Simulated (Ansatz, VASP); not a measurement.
# One calculation of Ir2Pt, two programs

```
CELL_PARAMETERS angstrom
0.00000 2.97902 2.97902
2.97902 0.00000 2.97902
2.97902 2.97902 0.00000
ATOMIC_POSITIONS crystal
Ir 0.25000 0.25000 0.25000
Ir 0.75000 0.75000 0.75000
Pt 0.00000 0.00000 0.00000
```

Change from the starting cell: species swapped into the Ga2Pt type (Fm-3m, No. 225).

Alike in both runs: functional PBE; k mesh 14 × 14 × 14; occupations gaussian, width 0.1 eV; no spin polarisation.

Ansatz relaxed the structure, and its values are those at the end. VASP's run is a single point on that final structure, the one shown.

|  | VASP | Ansatz |
| --- | --- | --- |
| version | VASP 6.6.1 | Ansatz 0.2.0 |
| potentials or method | VASP PAW PBE potentials, release 64 (Ir, Pt), cutoff 500 eV | scalar-relativistic, plane waves, PAW |
| valence electrons in the cell | 28 | 52 |

|  | VASP | Ansatz | Ansatz less VASP |
| --- | --- | --- | --- |
| gap on the k mesh at the Fermi level (eV) | none | none | - |
| pressure (GPa) | -0.3 | 0.0 | +0.28 |

A gap of «none» marks a metal or a gap that the smearing closes. With one functional, cell and mesh, what is left measures potentials, basis and numerics. VASP's potentials hold 28 valence electrons a cell and Ansatz's 52, so a difference there can come from the potentials and not from the codes.

Spin-orbit coupling is off throughout.
